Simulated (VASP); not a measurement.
Runs of VASP 6.6.1 on TaN. The structure is that of space group P-6m2 (No. 187), or close to it. The cells are those of the table. 

```tsv
task	level	potentials or basis	cell	k mesh	gap on the mesh (eV)	pressure (GPa)
single point	PBEsol	VASP PAW PBE potentials, release 64 (Ta_pv, N)	a = 2.924, b = 2.924, c = 2.871 Å, angles 90.0, 90.0, 120.0°, 2 atoms	12 × 12 × 11	none	0.9
single point	LDA	VASP PAW LDA potentials, release 64 (Ta_pv, N)	a = 2.907, b = 2.907, c = 2.851 Å, angles 90.0, 90.0, 120.0°, 2 atoms	12 × 12 × 11	none	2.0
single point	r2SCAN	VASP PAW PBE potentials, release 64 (Ta_pv, N)	a = 2.975, b = 2.975, c = 2.923 Å, angles 90.0, 90.0, 120.0°, 2 atoms	13 × 13 × 12	none	(a)
relaxation of the atoms	r2SCAN	VASP PAW PBE potentials, release 64 (Ta_pv, N)	atoms relaxed from a = 2.956, b = 2.956, c = 2.904 Å, angles 90.0, 90.0, 120.0°, 2 atoms	13 × 13 × 12	none	-5.4
single point	r2SCAN	VASP PAW PBE potentials, release 64 (Ta_pv, N)	a = 2.956, b = 2.956, c = 2.904 Å, angles 90.0, 90.0, 120.0°, 2 atoms	13 × 13 × 12	none	-5.4
```

Alike in all rows: no spin polarisation; cutoff (eV) 520; smearing fermi-dirac 0.1 eV.

Q: Fill in the values left out.

A: (a) -11.7.

Caveats: spin-orbit coupling is left out, which moves the levels of the heavy elements; the PAW data sets were made with another functional, which shifts forces and pressure a little (at least some runs); the cell stands under tension (at least some runs).

A k mesh can miss the band edges, and the runs leave out spin-orbit coupling on Ta.

A gap of «none» marks levels without a gap at the run's occupations.
